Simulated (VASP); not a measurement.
Ag, 1 atom in the cell. It takes space group I4/mmm (No. 139, tetragonal). The conventional cell has a = 2.889 Å, b = 2.889 Å, c = 4.127 Å, α = 90.00°, β = 90.00°, γ = 90.00°. Ag (site symmetry 4/mmm) has 12 Ag at 2.89 to 2.90 Å within 3.8 Å.  This cell differs from its parent crystal: strain +0.0100 x Voigt [0, 1, 0, 0, 0, 0].

```yaml
Program: VASP 6.6.1
Task: single point
Functional: PBEsol
Potentials_or_basis: VASP PAW PBE potentials, release 64 (Ag)
Cutoff: 520 eV
k_mesh: 20 × 20 × 20
Occupations: gaussian, width 0.15 eV
Spin: no spin polarisation
Dipole_correction: no
Further_INCAR_settings: ALGO = Normal; EDIFF = 1e-07; NBANDS = 12
```

Potentials or basis: VASP PAW PBE potentials, release 64 (Ag).

Run with:

```bash
$ cat potpaw_PBE.64/Ag/POTCAR > POTCAR
$ mpirun -np 1 vasp_std > vasp.out
```

Hardware: 1 thread of Intel(R) Xeon(R) 6975P-C (Granite Rapids), with other jobs on the host.

Q: Estimate the wall time of this run.

A: It took 49 s on 1 thread of Intel(R) Xeon(R) 6975P-C (Granite Rapids) (shared host), peak memory 0.24 GiB. Counts: scf iterations 12, k points 641.
